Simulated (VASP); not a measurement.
Write the native input for VASP 6.6.1 that does the following.

```
Task                   : single point
Functional             : PBEsol
Potentials or basis    : VASP PAW PBE potentials, release 64 (Ba_sv, O, Ti_sv)
Cutoff                 : 600 eV
k mesh                 : 8 × 8 × 8
Occupations            : gaussian, width 0.02 eV
Spin                   : no spin polarisation
Dipole correction      : no
Further INCAR settings : ALGO = Normal; EDIFF = 1e-06; NBANDS = 28
```

The structure of BaTiO3 lies in POSCAR:

```
BaTiO3
1.0
    4.1063487187      0.0000000000      0.0000000000
    0.0000000000      4.1063487187      0.0000000000
    0.0000000000      0.0000000000      3.8645147298
Ba O Ti
1 3 1
Direct
    0.0000000000      0.0000000000      0.0000000000
    0.5000000000      0.5000000000      0.0000000000
    0.0000000000      0.5000000000      0.5000000000
    0.5000000000      0.0000000000      0.5000000000
    0.5000000000      0.5000000000      0.5000000000
```

One way to write it, as run:

INCAR

```
SYSTEM = BaTiO3
ALGO = Normal
EDIFF = 1E-6
ENCUT = 600
GGA = PS
GGA_COMPAT = .False.
ISIF = 2
ISMEAR = 0
LASPH = .True.
LCHARG = .False.
LREAL = .False.
LWAVE = .False.
NBANDS = 28
NELM = 120
PREC = Accurate
SIGMA = 0.02
```

KPOINTS

```
k-points
0
Gamma
  8 8 8
  0 0 0
```

Potentials or basis: VASP PAW PBE potentials, release 64 (Ba_sv, O, Ti_sv).

The run is started by

```console
$ cat potpaw_PBE.64/Ba_sv/POTCAR potpaw_PBE.64/O/POTCAR potpaw_PBE.64/Ti_sv/POTCAR > POTCAR
$ mpirun -np 1 vasp_std > vasp.out
```

Results of the run:

```yaml
Pressure: -4.2 GPa
Band_gap_on_the_k_mesh: 1.54 eV (least direct gap 1.71 eV)
```

Caveat: the stress differs along the axes, from -8 to 4 GPa; the PAW data sets were made with another functional, which shifts forces and pressure a little; spin-orbit coupling is left out, which moves the levels of the heavy elements.

It took 2.3 min on 1 thread of Intel Xeon 8259CL, on a shared host, peak memory 0.28 GiB.
